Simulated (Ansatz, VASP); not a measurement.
**InAs: VASP beside Ansatz**

```xyz
2
Lattice="0.0000 3.0439 3.0439 3.0439 0.0000 3.0439 3.0439 3.0439 0.0000" Properties=species:S:1:pos:R:3 pbc="T T T"
In    1.5219    1.5219    1.5219
As    0.0000    0.0000    0.0000
```

Alike in both runs: functional PBEsol; k mesh 10 × 10 × 10; occupations gaussian, width 0.1 eV; no spin polarisation.

Ansatz relaxed the structure, and its values are those at the end. VASP's run is a single point on that final structure, the one shown.

```csv
,VASP,Ansatz
version,VASP 6.6.1,Ansatz 0.2.0
potentials or method,"VASP PAW PBE potentials, release 64 (In_d, As), cutoff 520 eV","scalar-relativistic, plane waves, PAW"
valence electrons in the cell,18,28
```

```csv
,VASP,Ansatz,Ansatz less VASP
gap on the k mesh at the Fermi level (eV),none,none,-
pressure (GPa),0.1,0.0,-0.07
```

VASP's potentials were made for PBE, not for PBEsol, and Ansatz warns of the same on its side. A gap of «none» marks a metal or a gap that the smearing closes. The functional is the same, so the differences come from potentials, cutoffs and numerics. VASP's potentials hold 18 valence electrons a cell and Ansatz's 28, so a difference there can come from the potentials and not from the codes.
